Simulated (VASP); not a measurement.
# Pb12CO in VASP: single point with PBE

Aim: the single point of Pb12CO with PBE.

Program: VASP 6.6.1. These are calculated values, not measurements. Logs are shortened: lines on timing, memory, paths and dates and some standing lists are left out, and cuts for length are marked.

## (1) The cell of the first run

The cell holds a slab with vacuum, 14 atoms: a = 6.986 Å, b = 6.986 Å, c = 24.090 Å, α = 90.00°, β = 90.00°, γ = 90.00°.

## (2) Single point, PBE

File INCAR:

```
SYSTEM = Pb12CO
PREC = Accurate
ENCUT = 520
EDIFF = 1E-7
ISMEAR = -1
SIGMA = 0.05
LREAL = .False.
LASPH = .True.
NELM = 100
ALGO = Normal
ISIF = 2
LWAVE = .False.
LCHARG = .True.
LDIPOL = .True.
IDIPOL = 3
DIPOL = 0.5 0.5 0.464
GGA = PE
LELF = .True.
LVHAR = .True.
LVACPOTAV = .True.
NBANDS = 102
```

File KPOINTS:

```
regular mesh
0
Gamma
  4 4 1
  0 0 0
```

File POSCAR:

```
Pb12CO
1.0
    6.9856493127      0.0000000000      0.0000000000
    0.0000000000      6.9856493127      0.0000000000
    0.0000000000      0.0000000000     24.0896000000
Pb C O
12 1 1
Direct
    0.2500000000      0.2500000000      0.3320935175
    0.2500000000      0.7500000000      0.3320935175
    0.7500000000      0.2500000000      0.3320935175
    0.7500000000      0.7500000000      0.3320935175
    0.5000000000      0.5000000000      0.4346190887
    0.5000000000      0.0000000000      0.4346190887
    0.0000000000      0.5000000000      0.4346190887
    0.0000000000      0.0000000000      0.4346190887
    0.7500000000      0.7500000000      0.5371446599
    0.7500000000      0.2500000000      0.5371446599
    0.2500000000      0.7500000000      0.5371446599
    0.2500000000      0.2500000000      0.5371446599
    0.5000000000      1.0000000000      0.6168471041
    0.5000000000      1.0000000000      0.6645855473
```

Potentials or basis: VASP PAW PBE potentials, release 64 (Pb_d, C, O).

Started as:

```sh
> cat potpaw_PBE.64/Pb_d/POTCAR potpaw_PBE.64/C/POTCAR potpaw_PBE.64/O/POTCAR > POTCAR
> mpirun -np 1 vasp_std > vasp.out
```

OUTCAR:

```text
SYSTEM = Pb12CO
   PREC = Accurate
   ENCUT = 520
   EDIFF = 1E-7
   ISMEAR = -1
   LREAL = .False.
   LASPH = .True.
   NELM = 100
   ISIF = 2
   GGA = PE

 ion  position               nearest neighbor table
   1  0.250  0.250  0.332-   5 3.49   6 3.49   7 3.49   8 3.49   2 3.49   3 3.49   2 3.49   3 3.49

   2  0.250  0.750  0.332-   5 3.49   6 3.49   7 3.49   8 3.49   1 3.49   4 3.49   1 3.49   4 3.49

   3  0.750  0.250  0.332-   5 3.49   6 3.49   7 3.49   8 3.49   1 3.49   4 3.49   4 3.49   1 3.49
[... 15 lines left out ...]
  11  0.250  0.750  0.537-   5 3.49   6 3.49   7 3.49   8 3.49   9 3.49  12 3.49  12 3.49   9 3.49

  12  0.250  0.250  0.537-   5 3.49   6 3.49   7 3.49   8 3.49  10 3.49  11 3.49  11 3.49  10 3.49

  13  0.500  0.000  0.617-  14 1.15
  14  0.500  0.000  0.665-  13 1.15

  LATTYP: Found a simple tetragonal cell.
 ALAT       =     6.9856493127
 C/A-ratio  =     3.4484410714

  Lattice vectors:

 A1 = (   6.9856493127,   0.0000000000,   0.0000000000)
 A2 = (   0.0000000000,   6.9856493127,   0.0000000000)
 A3 = (   0.0000000000,   0.0000000000,  24.0896000000)

Analysis of symmetry for initial positions (statically):
=====================================================================
 Subroutine PRICEL returns:
 Original cell was already a primitive cell.

 Routine SETGRP: Setting up the symmetry group for a
 simple tetragonal supercell.

 Subroutine GETGRP returns: Found  8 space group operations
 (whereof  4 operations were pure point group operations)
 out of a pool of 16 trial point group operations.

The static configuration has the point symmetry C_2v.
 The point group associated with its full space group is C_4v.

Analysis of symmetry for dynamics (positions and initial velocities):
=====================================================================
 Subroutine PRICEL returns:
 Original cell was already a primitive cell.

 Routine SETGRP: Setting up the symmetry group for a
 simple tetragonal supercell.

 Subroutine GETGRP returns: Found  8 space group operations
 (whereof  4 operations were pure point group operations)
 out of a pool of 16 trial point group operations.

The dynamic configuration has the point symmetry C_2v.
 The point group associated with its full space group is C_4v.

 Subroutine INISYM returns: Found  8 space group operations
 (whereof  4 operations are pure point group operations),
 and found     1 'primitive' translations

[... 120 lines left out ...]
  volume/ion in A,a.u.               =      83.97       566.65
  Fermi-wavevector in a.u.,A,eV,Ry     =   0.872570  1.648919 10.359190  0.761379
  Thomas-Fermi vector in A             =   1.991838
   LORBIT       =      0    0 simple, 1 ext, 2 COOP (PROOUT), +10 PAW based schemes
   GGA     = PE    functional components
   LHFCALC =     F    Hartree Fock is set to
   AEXX    =    0.0000 exact exchange contribution
   IVDW    =     0    specifies the selected vdW correction
   LEPSILON=     F    determine dielectric tensor
   LRPA    =     F    only Hartree local field effects (RPA)
 non-spin polarized calculation
  energy-cutoff  :      520.00
  volume of cell :     1175.56
 maximum number of plane-waves:     31708
 NGX is ok and might be reduce to    54
   NGX = 25   NGY = 25   NGZ = 89

 dipolmoment           0.000000      0.000000     -0.207816 electrons x Angstroem

 number of electron     177.9999954 magnetization

 dipolmoment           0.000000      0.000000      0.129915 electrons x Angstroem

 Free energy of the ion-electron system (eV)
  ---------------------------------------------------
  ext. energy  EPLUGINS =         0.00000000
  ---------------------------------------------------
  free energy    TOTEN  =       -55.36193049 eV

  energy without entropy =      -55.29146870  energy(sigma->0) =      -55.32669960

 E-fermi :  -0.2969     XC(G=0):  -4.0270

 val. band max:       -0.3048080732   @ k =   0.5000   0.2500   0.0000
 cond. band min:      -0.2537926966   @ k =   0.5000   0.2500   0.0000
 fundamental gap:      0.0510153765
 Fermi energy:        -0.2969127636

 k-point     1 :       0.0000    0.0000    0.0000
  band No.  band energies     occupation
      1     -24.9966      2.00000
      2     -17.5374      2.00000
      3     -17.5027      2.00000
      4     -17.5027      2.00000
      5     -17.5021      2.00000
      6     -17.4641      2.00000
[... 613 lines left out ...]
    100       1.1425      0.00000
    101       1.4772      0.00000
 [bands above 101 left out]

------------------------ aborting loop because EDIFF is reached ----------------------------------------

 vacuum level on the upper side and lower side of the slab       (xc-potential included)         0.062        -0.369

  FORCE on cell =-STRESS in cart. coord.  units (eV):
  Direction    XX          YY          ZZ          XY          YZ          ZX
  --------------------------------------------------------------------------------------
  -------------------------------------------------------------------------------------
  Total       -1.9559012     -1.9559012      2.8156155      0.0000000      0.0000000      0.0000000
  in kB       -2.6657189     -2.6657189      3.8374328      0.0000000      0.0000000      0.0000000
  external PRESSURE =      -0.4980017 kB  Pullay stress =       0.0000000 kB

 VOLUME and BASIS-vectors are now :
 -----------------------------------------------------------------------------
  energy-cutoff  :      520.00
  volume of cell :     1175.56
      direct lattice vectors                 reciprocal lattice vectors
     6.985649313  0.000000000  0.000000000     0.143150616  0.000000000  0.000000000
     0.000000000  6.985649313  0.000000000     0.000000000  0.143150616  0.000000000
     0.000000000  0.000000000 24.089600000     0.000000000  0.000000000  0.041511690

 POSITION                                       TOTAL-FORCE (eV/Angst)
 -----------------------------------------------------------------------------------
      1.74641      1.74641      8.00000        -0.008018      0.008018     -0.060823
      1.74641      5.23924      8.00000        -0.008018     -0.008018     -0.060823
      5.23924      1.74641      8.00000         0.008018      0.008018     -0.060823
      5.23924      5.23924      8.00000         0.008018     -0.008018     -0.060823
      3.49282      3.49282     10.46980         0.000000      0.000000     -0.070364
      3.49282      0.00000     10.46980         0.000000      0.000000      0.183930
      0.00000      3.49282     10.46980         0.000000      0.000000     -0.248348
      0.00000      0.00000     10.46980         0.000000      0.000000     -0.070364
      5.23924      5.23924     12.93960         0.084821     -0.084821      0.111877
      5.23924      1.74641     12.93960         0.084821      0.084821      0.111877
      1.74641      5.23924     12.93960        -0.084821     -0.084821      0.111877
      1.74641      1.74641     12.93960        -0.084821      0.084821      0.111877
      3.49282      0.00000     14.85960         0.000000      0.000000     -1.168212
      3.49282      0.00000     16.00960         0.000000      0.000000      1.169140
 -----------------------------------------------------------------------------------
    total drift:                                0.000000      0.000000      0.000390

  FREE ENERGIE OF THE ION-ELECTRON SYSTEM (eV)
  ---------------------------------------------------
  free  energy   TOTEN  =       -55.3619304937 eV

  energy  without entropy=      -55.2914687006  energy(sigma->0) =      -55.32669960

 vacuum level on the upper side and lower side of the slab         3.885         3.404
```

Wall time 43 min (1 thread of Intel Xeon 8259CL, shared host); peak memory 1.2 GiB.

What came out:

- Free energy: -55.3619 eV
- Largest force: 1.169 eV/Å
- Band gap on the k mesh: zero (bands 89 and 90 overlap by 0.45 eV)
- Work function of the upper face: 4.18 eV
- Work function of the lower face: 3.70 eV

Forces in eV/Å, atoms in the order of the input:
```
Pb  -0.008  0.008 -0.061
Pb  -0.008 -0.008 -0.061
Pb   0.008  0.008 -0.061
Pb   0.008 -0.008 -0.061
Pb   0.000  0.000 -0.070
Pb   0.000  0.000  0.184
Pb   0.000  0.000 -0.248
Pb   0.000  0.000 -0.070
Pb   0.085 -0.085  0.112
Pb   0.085  0.085  0.112
Pb  -0.085 -0.085  0.112
Pb  -0.085  0.085  0.112
C    0.000  0.000 -1.168
O    0.000  0.000  1.169
```

Caveat: spin-orbit coupling is left out, which moves the levels of the heavy elements.

The gap in the log of VASP goes by the Fermi energy; the results here count the filled bands.